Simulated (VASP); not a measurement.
# Ni (Fd-3m) in VASP: single point with LDA

Aim: the single point of Ni with LDA.

Everything below comes from runs of VASP 6.6.1. Logs are shortened: lines on timing, memory, paths and dates and some standing lists are left out, and cuts for length are marked.

## Step 1: The cell of the first run

Symmetry: Fd-3m, No. 227, cubic system. Conventional cell: a = 4.942 Å, b = 4.942 Å, c = 4.942 Å, α = 90.00°, β = 90.00°, γ = 90.00°. Ni (site symmetry -43m) has 4 Ni at 2.14 Å within 2.8 Å.

## Step 2: Single point, LDA

The input, INCAR:

```
  PREC = Accurate
  ENCUT = 520
  EDIFF = 1E-6
  ISMEAR = -1
  SIGMA = 0.13605693000000002
  LREAL = F
  LASPH = T
  NELM = 60
  ALGO = Normal
  ISIF = 2
  LWAVE = F
  LCHARG = F
  GGA = CA
  NBANDS = 17
```

The input, KPOINTS:

```
regular mesh
0
Gamma
  9 9 9
```

The input, POSCAR:

```
Ni
1.0
    0.0000000000      2.4708071035      2.4708071035
    2.4708071035      0.0000000000      2.4708071035
    2.4708071035      2.4708071035      0.0000000000
Ni
2
Direct
    0.0000000000      0.0000000000      0.0000000000
    0.2500000000      0.2500000000      0.2500000000
```

Potentials or basis: VASP PAW LDA potentials, release 64 (Ni).

Command:

```
cat potpaw_LDA.64/Ni/POTCAR > POTCAR
mpirun -np 1 vasp_std > vasp.out
```

OUTCAR:

```text
PREC = Accurate
   ENCUT = 520
   EDIFF = 1E-6
   ISMEAR = -1
   LREAL = F
   LASPH = T
   NELM = 60
   ISIF = 2
   GGA = CA

 ion  position               nearest neighbor table
   1  0.000  0.000  0.000-   2 2.14   2 2.14   2 2.14   2 2.14
   2  0.250  0.250  0.250-   1 2.14   1 2.14   1 2.14   1 2.14

  LATTYP: Found a face centered cubic cell.
 ALAT       =     4.9416142070

  Lattice vectors:

 A1 = (   0.0000000000,   2.4708071035,   2.4708071035)
 A2 = (   2.4708071035,   0.0000000000,   2.4708071035)
 A3 = (   2.4708071035,   2.4708071035,   0.0000000000)

Analysis of symmetry for initial positions (statically):
=====================================================================
 Subroutine PRICEL returns:
 Original cell was already a primitive cell.

 Routine SETGRP: Setting up the symmetry group for a
 face centered cubic supercell.

 Subroutine GETGRP returns: Found 48 space group operations
 (whereof 24 operations were pure point group operations)
 out of a pool of 48 trial point group operations.

The static configuration has the point symmetry T_d .
 The point group associated with its full space group is O_h .

Analysis of symmetry for dynamics (positions and initial velocities):
=====================================================================
 Subroutine PRICEL returns:
 Original cell was already a primitive cell.

 Routine SETGRP: Setting up the symmetry group for a
 face centered cubic supercell.

 Subroutine GETGRP returns: Found 48 space group operations
 (whereof 24 operations were pure point group operations)
 out of a pool of 48 trial point group operations.

The dynamic configuration has the point symmetry T_d .
 The point group associated with its full space group is O_h .

 Subroutine INISYM returns: Found 48 space group operations
 (whereof 24 operations are pure point group operations),
 and found     1 'primitive' translations

----------------------------------------------------------------------------------------

                                     Primitive cell

  volume of cell :      30.1680

  direct lattice vectors                    reciprocal lattice vectors
[... 75 lines left out ...]
   NGX,Y,Z   is equivalent  to a cutoff of  13.32, 13.32, 13.32 a.u.
   NGXF,Y,Z  is equivalent  to a cutoff of  26.64, 26.64, 26.64 a.u.
 SYSTEM =  unknown system
   PREC   = accura    normal or accurate (medium, high low for compatibility)
   ISTART =      0    job   : 0-new  1-cont  2-samecut
   ICHARG =      2    charge: 1-file 2-atom 10-const
   ISPIN  =      1    spin polarized calculation?
   LNONCOLLINEAR =      F non collinear calculations
   LSORBIT =      F    spin-orbit coupling
   LASPH  =      T    aspherical Exc in radial PAW
   ENCUT  =  520.0 eV  38.22 Ry    6.18 a.u.   6.50  6.50  6.50*2*pi/ulx,y,z
   NELM   =     60;   NELMIN=  2; NELMDL= -5     # of ELM steps
   EDIFF  = 0.1E-05   stopping-criterion for ELM
   LREAL  =      F    real-space projection
   EDIFFG = 0.1E-04   stopping-criterion for IOM
   NSW    =      0    number of steps for IOM
   IBRION =     -1    ionic relax: 0-MD 1-quasi-New 2-CG
   NFREE  =      0    steps in history (QN), initial steepest desc. (CG)
   ISIF   =      2    stress and relaxation
   ISYM   =      2    0-nonsym 1-usesym 2-fastsym
   POTIM  = 0.5000    time-step for ionic-motion
   TEBEG  =    0.0;   TEEND  =   0.0 temperature during run
   PSTRESS=    0.0 pullay stress
   NELECT =      20.0000    total number of electrons
   NUPDOWN=      -1.0000    fix difference up-down
   EMIN   =  10.00;   EMAX   =-10.00  energy-range for DOS
   EFERMI =   0.00;   METHOD = LEGACY
   ISMEAR =    -1;   SIGMA  =   0.14  broadening in eV -4-tet -1-fermi 0-gaus
   EFERMI_NEDOS =   21; number of points for ismear=-14 and -15
   IALGO  =     38    algorithm
   IMIX   =      4    mixing-type and parameters
     AMIX     =   0.40;   BMIX     =  1.00
     AMIX_MAG =   1.60;   BMIX_MAG =  1.00
  volume/ion in A,a.u.               =      15.08       101.79
  Fermi-wavevector in a.u.,A,eV,Ry     =   1.427478  2.697542 27.724490  2.037692
  Thomas-Fermi vector in A             =   2.547643
   LORBIT       =      0    0 simple, 1 ext, 2 COOP (PROOUT), +10 PAW based schemes
   GGA     = CA    functional components
   LHFCALC =     F    Hartree Fock is set to
   AEXX    =    0.0000 exact exchange contribution
   IVDW    =     0    specifies the selected vdW correction
   LEPSILON=     F    determine dielectric tensor
   LRPA    =     F    only Hartree local field effects (RPA)
 non-spin polarized calculation
  energy-cutoff  :      520.00
  volume of cell :       30.17
 maximum number of plane-waves:       869
 NGX is ok and might be reduce to    28
   NGX = 13   NGY = 13   NGZ = 13

 number of electron      20.0000020 magnetization

 Free energy of the ion-electron system (eV)
  ---------------------------------------------------
  ext. energy  EPLUGINS =         0.00000000
  ---------------------------------------------------
  free energy    TOTEN  =       -10.46340328 eV

  energy without entropy =      -10.15123288  energy(sigma->0) =      -10.30731808

 E-fermi :   5.1587     XC(G=0): -11.4834

 val. band max:        5.1560793893   @ k =   0.2222   0.1111   0.0000
 cond. band min:       5.1586852121   @ k =  -0.4444   0.3333   0.0000
 fundamental gap:      0.0026058228
 Fermi energy:         5.1586669695

 k-point     1 :       0.0000    0.0000    0.0000
  band No.  band energies     occupation
      1      -1.7146      2.00000
      2       2.2066      2.00000
      3       2.2066      2.00000
      4       2.2840      2.00000
      5       2.2840      2.00000
      6       2.2840      2.00000
[... 457 lines left out ...]
      4       2.3507      2.00000
      5       2.5527      2.00000
      6       3.1632      2.00000
[... 9 lines left out ...]
     16      15.3212      0.00000
     17      28.8900      0.00000

 [... further k-points ...]
[... 5 lines left out ...]
  --------------------------------------------------------------------------------------
  -------------------------------------------------------------------------------------
  Total       -0.0611996     -0.0611996     -0.0611996      0.0000000      0.0000000     -0.0000000
  in kB       -3.2502188     -3.2502188     -3.2502188      0.0000000      0.0000000     -0.0000000
  external PRESSURE =      -3.2502188 kB  Pullay stress =       0.0000000 kB

 VOLUME and BASIS-vectors are now :
 -----------------------------------------------------------------------------
  energy-cutoff  :      520.00
  volume of cell :       30.17
      direct lattice vectors                 reciprocal lattice vectors
     0.000000000  2.470807103  2.470807103    -0.202363025  0.202363025  0.202363025
     2.470807103  0.000000000  2.470807103     0.202363025 -0.202363025  0.202363025
     2.470807103  2.470807103  0.000000000     0.202363025  0.202363025 -0.202363025

 POSITION                                       TOTAL-FORCE (eV/Angst)
 -----------------------------------------------------------------------------------
      0.00000      0.00000      0.00000        -0.000000     -0.000000     -0.000000
      1.23540      1.23540      1.23540         0.000000      0.000000      0.000000
 -----------------------------------------------------------------------------------
    total drift:                                0.000000      0.000000      0.000000

  FREE ENERGIE OF THE ION-ELECTRON SYSTEM (eV)
  ---------------------------------------------------
  free  energy   TOTEN  =       -10.4634032795 eV

  energy  without entropy=      -10.1512328842  energy(sigma->0) =      -10.30731808
```

It took 11 s on 1 thread of Intel Xeon Platinum 8488C (Sapphire Rapids), shared host; peak memory 0.14 GiB.

Results:

| Item | Value |
| --- | --- |
| Free energy | -10.4634 eV |
| Pressure | -0.3 GPa |
| Band gap on the k mesh | zero (band 10 reaches 5.22 eV, above the bottom of band 11 at 4.91 eV) |

Levels at points of the mesh, in eV from the Fermi level:
```
           k point  band 8  band 9  band 10  band 11  band 12  band 13
(0.00, 0.00, 0.00)   -1.24   -1.24    -0.09    -0.09    12.71    12.71
```

Caveat: the run has no spin polarisation, though such a crystal can be magnetic. Spin polarisation is off, so any magnetic state and its effect on volume and gap are missing.
